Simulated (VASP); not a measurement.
# NiS (P6_3/mmc) in VASP: single point with LDA+U

Aim: the single point of NiS with LDA+U.

Everything below comes from runs of VASP 6.6.1. Logs are shortened: lines on timing, memory, paths and dates and some standing lists are left out, and cuts for length are marked.

### 1 The cell of the first run

Symmetry: P6_3/mmc, No. 194, hexagonal system. The conventional cell has a = 3.425 Å, b = 3.425 Å, c = 5.340 Å, α = 90.00°, β = 90.00°, γ = 120.00°. Within 3.2 Å of Ni (site symmetry -3m) lie 6 S at 2.39 Å and 2 Ni at 2.67 Å. S (site symmetry -6m2) has 6 Ni at 2.39 Å and 12 S at 3.32 to 3.43 Å within 3.5 Å.

### 2 Single point, LDA+U, collinear spin, ferromagnetic start

The input, INCAR:

```
SYSTEM = NiS
PREC = Accurate ; ENCUT = 590
EDIFF = 1E-6 ; ISMEAR = 0
SIGMA = 0.05 ; LREAL = .FALSE.
LASPH = .TRUE. ; NELM = 200
ALGO = Normal ; ISIF = 2
LWAVE = .FALSE. ; LCHARG = .FALSE.
ISPIN = 2 ; MAGMOM = 1.44 1.44 0.38 0.38
LORBIT = 11 ; NUPDOWN = 3.6
LMAXMIX = 4 ; LDAU = .TRUE.
LDAUTYPE = 2 ; LDAUL = 2 -1
LDAUU = 4 0 ; LDAUJ = 0 0
LDAUPRINT = 1 ; NBANDS = 36
GGA_COMPAT = .FALSE.
```

The input, KPOINTS:

```
regular mesh
0
G
  6 6 4
  0 0 0
```

The input, POSCAR:

```
NiS
1.0
    3.4250012100      0.0000000000      0.0000000000
   -1.7125006100      2.9661380600      0.0000000000
    0.0000000000      0.0000000000      5.3399998700
Ni S
2 2
Direct
    0.0000000000      0.0000000000      0.0000000000
    0.0000000000      0.0000000000      0.5000000000
    0.3333333333      0.6666666667      0.2500000000
    0.6666666667      0.3333333333      0.7500000000
```

Potentials or basis: VASP PAW LDA potentials, release 64 (Ni_sv_GW, S).

Launch:

```
$ cat potpaw_LDA.64/Ni_sv_GW/POTCAR potpaw_LDA.64/S/POTCAR > POTCAR
$ mpirun -np 1 vasp_std > vasp.out
```

OUTCAR:

```text
SYSTEM = NiS
   PREC = Accurate
   ENCUT = 590
   EDIFF = 1E-6
   ISMEAR = 0
   LREAL = .FALSE.
   LASPH = .TRUE.
   NELM = 200
   ISIF = 2
   ISPIN = 2
   LORBIT = 11
   NUPDOWN = 3.6

 ion  position               nearest neighbor table
   1  0.000  0.000  0.000-   4 2.39   3 2.39   4 2.39   3 2.39   4 2.39   3 2.39
   2  0.000  0.000  0.500-   4 2.39   3 2.39   4 2.39   3 2.39   4 2.39   3 2.39
   3  0.333  0.667  0.250-   1 2.39   2 2.39   1 2.39   2 2.39   1 2.39   2 2.39
   4  0.667  0.333  0.750-   1 2.39   2 2.39   1 2.39   2 2.39   1 2.39   2 2.39

  LATTYP: Found a hexagonal cell.
 ALAT       =     3.4250012100
 C/A-ratio  =     1.5591234988

  Lattice vectors:

 A1 = (   3.4250012100,   0.0000000000,   0.0000000000)
 A2 = (  -1.7125006100,   2.9661380600,   0.0000000000)
 A3 = (   0.0000000000,   0.0000000000,   5.3399998700)

Analysis of symmetry for initial positions (statically):
=====================================================================
 Subroutine PRICEL returns:
 Original cell was already a primitive cell.

 Routine SETGRP: Setting up the symmetry group for a
 hexagonal supercell.

 Subroutine GETGRP returns: Found 24 space group operations
 (whereof 12 operations were pure point group operations)
 out of a pool of 24 trial point group operations.

The static configuration has the point symmetry D_3d.
 The point group associated with its full space group is D_6h.

Analysis of symmetry for dynamics (positions and initial velocities):
=====================================================================
 Subroutine PRICEL returns:
 Original cell was already a primitive cell.

 Routine SETGRP: Setting up the symmetry group for a
 hexagonal supercell.

 Subroutine GETGRP returns: Found 24 space group operations
 (whereof 12 operations were pure point group operations)
 out of a pool of 24 trial point group operations.

The dynamic configuration has the point symmetry D_3d.
 The point group associated with its full space group is D_6h.

Analysis of structural, dynamic, and magnetic symmetry:
=====================================================================
 Subroutine PRICEL returns:
 Original cell was already a primitive cell.

 Routine SETGRP: Setting up the symmetry group for a
 hexagonal supercell.

 Subroutine GETGRP returns: Found 24 space group operations
 (whereof 12 operations were pure point group operations)
 out of a pool of 24 trial point group operations.

The overall configuration has the point symmetry D_3d.
 The point group associated with its full space group is D_6h.

 Subroutine INISYM returns: Found 24 space group operations
 (whereof 12 operations are pure point group operations),
 and found     1 'primitive' translations

----------------------------------------------------------------------------------------

                                     Primitive cell

[... 156 lines left out ...]
  o =  0.2987  v =  0.0000  0.0000  0.0000  0.0000  0.0000 -0.2492 -0.7333 -0.0000  0.3445  0.5305      0.0000  0.0000  0.0000  0.0000  0.0000  0.0000  0.0000  0.0000  0.0000  0.0000
  o =  0.8866  v =  0.0000  0.0000  0.0000  0.0000  0.0000  0.7333  0.2492 -0.0000  0.5305  0.3445      0.0000  0.0000  0.0000  0.0000  0.0000  0.0000  0.0000  0.0000  0.0000  0.0000
  o =  0.8866  v =  0.0000  0.0000  0.0000  0.0000  0.0000 -0.3445  0.5305 -0.0000 -0.2492  0.7333      0.0000  0.0000  0.0000  0.0000  0.0000  0.0000  0.0000  0.0000  0.0000  0.0000
  o =  0.8902  v =  0.0000  0.0000  0.0000  0.0000  0.0000  0.0000  0.0000  1.0000  0.0000  0.0000      0.0000  0.0000  0.0000  0.0000  0.0000  0.0000  0.0000  0.0000  0.0000  0.0000
  o =  0.9118  v = -0.0000 -0.0000  1.0000 -0.0000 -0.0000  0.0000  0.0000  0.0000  0.0000  0.0000      0.0000  0.0000  0.0000  0.0000  0.0000  0.0000  0.0000  0.0000  0.0000  0.0000
  o =  0.9128  v = -0.7569 -0.2331 -0.0000 -0.4963 -0.3556  0.0000  0.0000  0.0000  0.0000  0.0000      0.0000  0.0000  0.0000  0.0000  0.0000  0.0000  0.0000  0.0000  0.0000  0.0000
  o =  0.9128  v = -0.3556  0.4963  0.0000 -0.2331  0.7569  0.0000  0.0000  0.0000  0.0000  0.0000      0.0000  0.0000  0.0000  0.0000  0.0000  0.0000  0.0000  0.0000  0.0000  0.0000
  o =  0.9309  v = -0.4963  0.3556 -0.0000  0.7569 -0.2331  0.0000  0.0000  0.0000  0.0000  0.0000      0.0000  0.0000  0.0000  0.0000  0.0000  0.0000  0.0000  0.0000  0.0000  0.0000
  o =  0.9309  v =  0.2331  0.7569 -0.0000 -0.3556 -0.4963  0.0000  0.0000  0.0000  0.0000  0.0000      0.0000  0.0000  0.0000  0.0000  0.0000  0.0000  0.0000  0.0000  0.0000  0.0000

atom =   2  type =  1  l = 2

 onsite density matrix

spin component  1

  0.9183  0.0000  0.0000  0.0083  0.0000
  0.0000  0.9255  0.0000 -0.0000  0.0083
  0.0000  0.0000  0.9118  0.0000  0.0000
  0.0083 -0.0000  0.0000  0.9255 -0.0000
  0.0000  0.0083  0.0000 -0.0000  0.9183

spin component  2

  0.6846 -0.0000  0.0000 -0.2792  0.0000
 -0.0000  0.5006 -0.0000 -0.0000 -0.2792
  0.0000 -0.0000  0.8902 -0.0000  0.0000
 -0.2792 -0.0000 -0.0000  0.5006  0.0000
  0.0000 -0.2792  0.0000  0.0000  0.6846

 occupancies and eigenvectors

  o =  0.2987  v =  0.0000  0.0000  0.0000  0.0000  0.0000  0.5305  0.3445 -0.0000  0.7333  0.2492      0.0000  0.0000  0.0000  0.0000  0.0000  0.0000  0.0000  0.0000  0.0000  0.0000
  o =  0.2987  v =  0.0000  0.0000  0.0000  0.0000  0.0000 -0.2492  0.7333 -0.0000 -0.3445  0.5305      0.0000  0.0000  0.0000  0.0000  0.0000  0.0000  0.0000  0.0000  0.0000  0.0000
  o =  0.8866  v =  0.0000  0.0000  0.0000  0.0000  0.0000  0.7333 -0.2492 -0.0000 -0.5305  0.3445      0.0000  0.0000  0.0000  0.0000  0.0000  0.0000  0.0000  0.0000  0.0000  0.0000
  o =  0.8866  v =  0.0000  0.0000  0.0000  0.0000  0.0000 -0.3445 -0.5305 -0.0000  0.2492  0.7333      0.0000  0.0000  0.0000  0.0000  0.0000  0.0000  0.0000  0.0000  0.0000  0.0000
  o =  0.8902  v =  0.0000  0.0000  0.0000  0.0000  0.0000  0.0000 -0.0000  1.0000 -0.0000  0.0000      0.0000  0.0000  0.0000  0.0000  0.0000  0.0000  0.0000  0.0000  0.0000  0.0000
  o =  0.9118  v = -0.0000  0.0000  1.0000  0.0000 -0.0000  0.0000  0.0000  0.0000  0.0000  0.0000      0.0000  0.0000  0.0000  0.0000  0.0000  0.0000  0.0000  0.0000  0.0000  0.0000
  o =  0.9128  v = -0.7569  0.2331 -0.0000  0.4963 -0.3556  0.0000  0.0000  0.0000  0.0000  0.0000      0.0000  0.0000  0.0000  0.0000  0.0000  0.0000  0.0000  0.0000  0.0000  0.0000
  o =  0.9128  v = -0.3556 -0.4963  0.0000  0.2331  0.7569  0.0000  0.0000  0.0000  0.0000  0.0000      0.0000  0.0000  0.0000  0.0000  0.0000  0.0000  0.0000  0.0000  0.0000  0.0000
  o =  0.9309  v = -0.4963 -0.3556 -0.0000 -0.7569 -0.2331  0.0000  0.0000  0.0000  0.0000  0.0000      0.0000  0.0000  0.0000  0.0000  0.0000  0.0000  0.0000  0.0000  0.0000  0.0000
  o =  0.9309  v =  0.2331 -0.7569 -0.0000  0.3556 -0.4963  0.0000  0.0000  0.0000  0.0000  0.0000      0.0000  0.0000  0.0000  0.0000  0.0000  0.0000  0.0000  0.0000  0.0000  0.0000

 number of electron      48.0000051 magnetization       3.6000009

 Free energy of the ion-electron system (eV)
  ---------------------------------------------------
  ext. energy  EPLUGINS =         0.00000000
  ---------------------------------------------------
  free energy    TOTEN  =       -19.51498514 eV

  energy without entropy =      -19.51274718  energy(sigma->0) =      -19.51386616

 E-fermi :   7.2685     XC(G=0): -12.3106

 val. band max:        7.7292864518   @ k =   0.1667   0.0000   0.2500
 cond. band min:       7.3343784086   @ k =   0.0000   0.0000   0.0000
 fundamental gap:     -0.3949080432
 Fermi energy:         7.7462411326

 spin component 1

 k-point     1 :       0.0000    0.0000    0.0000
  band No.  band energies     occupation
      1     -95.6612      1.00000
      2     -95.6567      1.00000
      3     -56.6811      1.00000
      4     -56.6811      1.00000
      5     -56.6760      1.00000
      6     -56.6760      1.00000
[... 808 lines left out ...]
     35      20.3336      0.00000
     36      20.3336      0.00000
 Fermi energy:         7.2685384058

 spin component 2

 k-point     1 :       0.0000    0.0000    0.0000
  band No.  band energies     occupation
      1     -94.0900      1.00000
      2     -94.0851      1.00000
      3     -55.1699      1.00000
      4     -55.1504      1.00000
      5     -55.1504      1.00000
      6     -55.1448      1.00000
[... 808 lines left out ...]
     35      20.6727      0.00000
     36      20.6727      0.00000

------------------------ aborting loop because EDIFF is reached ----------------------------------------

  FORCE on cell =-STRESS in cart. coord.  units (eV):
  Direction    XX          YY          ZZ          XY          YZ          ZX
  --------------------------------------------------------------------------------------
  -------------------------------------------------------------------------------------
  Total       -0.5060898     -0.5060898      0.1683891      0.0000000      0.0000000     -0.0000000
  in kB      -14.9466826    -14.9466826      4.9731455      0.0000000      0.0000000     -0.0000000
  external PRESSURE =      -8.3067399 kB  Pullay stress =       0.0000000 kB

 VOLUME and BASIS-vectors are now :
 -----------------------------------------------------------------------------
  energy-cutoff  :      590.00
  volume of cell :       54.25
      direct lattice vectors                 reciprocal lattice vectors
     3.425001210  0.000000000  0.000000000     0.291970700  0.168569362  0.000000000
    -1.712500610  2.966138060  0.000000000     0.000000000  0.337138724  0.000000000
     0.000000000  0.000000000  5.339999870     0.000000000  0.000000000  0.187265922

 POSITION                                       TOTAL-FORCE (eV/Angst)
 -----------------------------------------------------------------------------------
      0.00000      0.00000      0.00000        -0.000000      0.000000      0.000000
      0.00000      0.00000      2.67000        -0.000000      0.000000      0.000000
     -0.00000      1.97743      1.33500        -0.000000      0.000000     -0.000000
      1.71250      0.98871      4.00500         0.000000      0.000000     -0.000000
 -----------------------------------------------------------------------------------
    total drift:                               -0.000000      0.000000      0.000000

  FREE ENERGIE OF THE ION-ELECTRON SYSTEM (eV)
  ---------------------------------------------------
  free  energy   TOTEN  =       -19.5149851360 eV

  energy  without entropy=      -19.5127471819  energy(sigma->0) =      -19.51386616

 total charge

# of ion       s       p       d       f       tot
--------------------------------------------------
    1        2.187   6.272   7.830   0.006  16.296
    2        2.187   6.272   7.830   0.006  16.296
    3        1.325   2.398   0.000   0.000   3.724
    4        1.325   2.398   0.000   0.000   3.724
--------------------------------------------------
tot          7.026  17.341  15.661   0.011  40.039

 magnetization (x)

# of ion       s       p       d       f       tot
--------------------------------------------------
    1        0.011   0.023   1.337   0.001   1.372
    2        0.011   0.023   1.337   0.001   1.372
    3        0.041   0.239   0.000   0.000   0.280
    4        0.041   0.239   0.000   0.000   0.280
--------------------------------------------------
tot          0.104   0.524   2.674   0.002   3.305
```

It took 1.8 min on 1 thread of Intel Xeon Platinum 8124M at 3.00GHz (Skylake/Cascade Lake), shared host; peak memory 0.22 GiB.

Results:

| Quantity | Value |
| --- | --- |
| Free energy | -19.5150 eV |
| Pressure | -0.8 GPa |
| Net moment | 3.60 μB per cell |
| Site moments | Ni +1.37; S +0.28 μB |
| Valence electrons inside the program's atomic spheres | Ni 16.30; S 3.72 |

Stress tensor (GPa, compression positive):
```
-1.49  0.00  0.00
 0.00 -1.49  0.00
 0.00  0.00  0.50
```

Eigenvalues of the final occupation matrices:
```tsv
site	spin	trace	eigenvalues
site 1 d	1	4.60	0.91 0.91 0.91 0.93 0.93
site 1 d	2	3.26	0.30 0.30 0.89 0.89 0.89
site 2 d	1	4.60	0.91 0.91 0.91 0.93 0.93
site 2 d	2	3.26	0.30 0.30 0.89 0.89 0.89
```

Caveat: the total moment is fixed, so each spin has its own Fermi level. The state reached can hang on the start; a lower one may exist.
